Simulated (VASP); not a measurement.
KZnF3:

```
CELL_PARAMETERS angstrom
4.07682 0.00000 0.00000
0.00000 4.07682 0.00000
0.00000 0.00000 4.07682
ATOMIC_POSITIONS crystal
Zn 0.50000 0.50000 0.50000
K 0.00000 0.00000 0.00000
F 0.50000 0.00000 0.50000
F 0.00000 0.50000 0.50000
F 0.50000 0.50000 0.00000
```

Base run:

* Program: VASP 6.6.1
* Functional: r2SCAN
* Potentials or basis: VASP PAW PBE potentials, release 64 (Zn, K_sv, F)
* Cutoff: 520 eV
* k mesh: 7 × 7 × 7
* Occupations: fermi-dirac, width 0.05 eV
* Spin: no spin polarisation

Its results: band gap on the k mesh 4.64 eV (least direct gap 6.39 eV); pressure -1.6 GPa.

Q: The run is repeated on the same cell with these changes: functional from r2SCAN to PBEsol. What comes out?

A: Band gap on the k mesh 3.70 eV (least direct gap 5.33 eV); pressure -1.0 GPa.

Caveats: the PAW data sets were made with another functional, which shifts forces and pressure a little; an odd mesh through Γ misses points on the zone boundary, where band edges can lie.
